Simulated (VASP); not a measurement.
Write the native input for VASP 6.6.1 that does the following.

```yaml
Task: relaxation of cell and atoms
Functional: PBE
Potentials_or_basis: VASP PAW PBE potentials, release 64 (Ti_sv, Ta_pv)
Cutoff: 600 eV
k_mesh: 6 × 6 × 1
Occupations: gaussian, width 0.2 eV
Spin: no spin polarisation
Dipole_correction: no
Further_INCAR_settings: ALGO = Fast; EDIFF = 1e-06; IBRION = 2; EDIFFG = -0.08; NSW = 36; ISIF = 3
```

The structure of Ta5Ti3 lies in POSCAR:

```
Ta5Ti3
1.0
    1.6400000000     -2.3200000000      0.0000000000
    1.6400000000      2.3200000000      0.0000000000
    0.0000000000      0.0000000000     18.5700000000
Ti Ta
3 5
Direct
    0.0000000000      0.0000000000      0.5000000000
    0.5000000000      0.5000000000      0.6250000000
    0.5000000000      0.5000000000      0.3750000000
    0.0000000000      0.0000000000      0.7500000000
    0.0000000000      0.0000000000      0.2500000000
    0.5000000000      0.5000000000      0.1250000000
    0.0000000000      0.0000000000      0.0000000000
    0.5000000000      0.5000000000      0.8750000000
```

The input as run:

INCAR

```
SYSTEM = Ta5Ti3
PREC     = Accurate       ! precision mode
ENCUT    = 600            ! plane-wave cutoff, eV
EDIFF    = 1E-6           ! SCF threshold, eV
ISMEAR   = 0              ! smearing method
SIGMA    = 0.2            ! smearing width, eV
LREAL    = .False.        ! projectors in reciprocal space
LASPH    = .True.         ! aspherical terms in the spheres
NELM     = 60             ! most SCF steps
ALGO     = Fast           ! electronic algorithm
ISIF     = 3              ! what is computed and relaxed
LWAVE    = .False.        ! write WAVECAR
LCHARG   = .False.        ! write CHGCAR
GGA      = PE             ! functional
IBRION   = 2              ! ionic algorithm
NSW      = 36             ! ionic steps
EDIFFG   = -0.08          ! ionic threshold
```

KPOINTS

```
Automatic mesh
0
Gamma
  6 6 1
  0 0 0
```

Potentials or basis: VASP PAW PBE potentials, release 64 (Ti_sv, Ta_pv).

Run with:

```bash
$ cat potpaw_PBE.64/Ti_sv/POTCAR potpaw_PBE.64/Ta_pv/POTCAR > POTCAR
$ mpirun -np 1 vasp_std > vasp.out
```

It gave:

```
Relaxed volume                        : 18.04 Å³/atom
Relaxed cell                          : a = 2.875 Å, b = 2.875 Å, c = 18.291 Å, α = 90.00°, β = 90.00°, γ = 107.37°
Space group after relaxing (to 0.1 Å) : Cmmm (No. 65)
Energy gained by relaxing             : 9.7 meV/atom
Ionic steps                           : 10
Pressure after relaxing               : -0.2 GPa
Largest force after relaxing          : 0.073 eV/Å
Band gap on the k mesh                : zero (an odd number of electrons rules out a gap without spin polarisation)
```

Caveat: the k points lie up to 0.38 Å⁻¹ apart in the final cell, too coarse for converged energies and pressures of a metal; spin-orbit coupling is left out, which moves the levels of the heavy elements; the relaxation stopped at a loose force limit of 0.08 eV/Å, so its end isn't a converged minimum.

It took 30 min on 1 thread of Intel(R) Xeon(R) 6975P-C (Granite Rapids), with other jobs on the host, peak memory 0.36 GiB.
